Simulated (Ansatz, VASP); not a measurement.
Al: VASP beside Ansatz

The input INCAR:

```
SYSTEM = Al
PREC = Accurate ; ENCUT = 520
EDIFF = 1E-7 ; ISMEAR = 0
SIGMA = 0.15 ; LREAL = .FALSE.
LASPH = .TRUE. ; NELM = 80
ALGO = Fast ; ISIF = 2
LWAVE = .FALSE. ; LCHARG = .TRUE.
GGA = PE ; LELF = .TRUE.
LVHAR = .TRUE. ; NBANDS = 8
```

Contents of KPOINTS:

```
regular mesh
0
G
  22 22 22
  0 0 0
```

The input POSCAR:

```
Al
1.0
   -1.5788912891      1.5788912891      1.8334085649
    1.5788912891     -1.5788912891      1.8334085649
    1.5788912891      1.5788912891     -1.8334085649
Al
1
Direct
    0.0000000000      0.0000000000      0.0000000000
```

Input for Ansatz:

```yaml
crystal:
  lattice:
    - [-1.5788912891, 1.5788912891, 1.8334085649]
    - [1.5788912891, -1.5788912891, 1.8334085649]
    - [1.5788912891, 1.5788912891, -1.8334085649]
  atoms:
    - { symbol: Al, position: [0.0, 0.0, 0.0] }
basis:
  ecutwfc: 420
kpoints:
  mp_grid: { grid: [22, 22, 22] }
hamiltonian:
  xc: pbe
scf:
  occupations: { method: gaussian, width: 0.15 }
output:
  forces: true
  stress: true
  eigenvalues: true
```

Alike in both runs: task single point; functional PBE; k mesh 22 × 22 × 22; occupations gaussian, width 0.15 eV; no spin polarisation.

|  | VASP | Ansatz |
| --- | --- | --- |
| version | VASP 6.6.1 | Ansatz 0.2.0 |
| potentials or method | VASP PAW PBE potentials, release 64 (Al), cutoff 520 eV | scalar-relativistic, plane waves, PAW |
| valence electrons in the cell | 3 | 3 |

|  | VASP | Ansatz | Ansatz less VASP |
| --- | --- | --- | --- |
| gap on the k mesh at the Fermi level (eV) | none | none | - |
| pressure (GPa) | -5.0 | -5.0 | +0.02 |
| traceless stress, the component that is largest in VASP (GPa) | 3.72 | 3.71 | -0.008 |

A gap of «none» marks a metal or a gap that the smearing closes. The functional is the same, so the differences come from potentials, cutoffs and numerics.
